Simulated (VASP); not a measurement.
Input of a VASP 6.6.1 run:

File INCAR:

```
SYSTEM = Be3N2
ALGO = Normal ; EDIFF = 1E-6
ENCUT = 520 ; GGA = CA
ISIF = 2 ; ISMEAR = 0
LASPH = .TRUE. ; LCHARG = .FALSE.
LREAL = .FALSE. ; LWAVE = .FALSE.
NBANDS = 16 ; NELM = 80
PREC = Accurate ; SIGMA = 0.05
```

The input KPOINTS:

```
k-points
0
G
  9 9 6
  0 0 0
```

Contents of POSCAR:

```
Be3N2
1.0
    2.8177777140      0.0000000000      0.0000000000
   -1.4088888570      2.4402670826      0.0000000000
    0.0000000000      0.0000000000      4.6670220000
Be N
3 2
Direct
    0.0080798034      0.0059148266      0.0030927124
    0.6747464701      0.3392481600      0.6527257124
    0.3414131368      0.6725814933      0.3534597124
    0.3333333333      0.6666666667      0.7470580000
    0.6666666667      0.3333333333      0.2529420000
```

Potentials or basis: VASP PAW LDA potentials, release 64 (Be, N).

The run is started by

```bash
$ cat potpaw_LDA.64/Be/POTCAR potpaw_LDA.64/N/POTCAR > POTCAR
$ mpirun -np 1 vasp_std > vasp.out
```

Problem. What does it give for the band gap on the k mesh?

Solution. 4.23 eV (least direct gap 5.94 eV).

Problem. Predict the pressure.

Solution. -9.4 GPa.

Problem. Estimate the largest force.

Solution. 0.261 eV/Å.

Forces in eV/Å, atoms in the order of the input:
```
Be   0.040  0.040  0.047
Be  -0.186 -0.178 -0.046
Be  -0.161 -0.169 -0.056
N    0.166  0.158 -0.065
N    0.141  0.149  0.120
```

Caveat: the cell differs from its parent crystal (all Be atoms moved +0.025 Å, as atom 1 along Cartesian [1 1 1]); the cell stands under tension. A k mesh can miss the band edges.
